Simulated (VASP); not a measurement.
A run of VASP 6.6.1:

Contents of INCAR:

```
ALGO     = Normal         # electronic algorithm
EDIFF    = 1E-7           # SCF threshold, eV
EDIFFG   = -0.04          # ionic threshold
ENCUT    = 600            # plane-wave cutoff, eV
GGA      = PE             # functional
IBRION   = 2              # ionic algorithm
ISIF     = 3              # what is computed and relaxed
ISMEAR   = 0              # smearing method
LASPH    = T              # aspherical terms in the spheres
LCHARG   = F              # write CHGCAR
LREAL    = F              # projectors in reciprocal space
LWAVE    = F              # write WAVECAR
NELM     = 100            # most SCF steps
NSW      = 90             # ionic steps
PREC     = Accurate       # precision mode
SIGMA    = 0.1            # smearing width, eV
```

The input KPOINTS:

```
k-points
0
Gamma
  4 4 4
```

Contents of POSCAR:

```
BiCl4F
1.0
    0.0000000000      4.4327019400      4.4327019400
    4.4327019400      0.0000000000      4.4327019400
    4.4327019400      4.4327019400      0.0000000000
Bi Cl F
1 4 1
Direct
    0.7500000000      0.7500000000      0.7500000000
    0.8760569700      0.3746476800      0.3746476800
    0.3746476800      0.3746476800      0.3746476800
    0.3746476800      0.8760569700      0.3746476800
    0.3746476800      0.3746476800      0.8760569700
    0.0000000000      0.0000000000      0.0000000000
```

Potentials or basis: VASP PAW PBE potentials, release 64 (Bi_d, Cl, F).

The run is started by

```bash
$ cat potpaw_PBE.64/Bi_d/POTCAR potpaw_PBE.64/Cl/POTCAR potpaw_PBE.64/F/POTCAR > POTCAR
$ mpirun -np 1 vasp_std > vasp.out
```

Hardware: 1 thread of Oxide Virtual Turin-like Processor (shared host).

Task: Estimate the wall time of this run.

Result: Run time: 9.9 min on 1 thread of Oxide Virtual Turin-like Processor (shared host), peak memory 0.36 GiB. Counts: scf iterations 90, k points 8, ion steps 6.
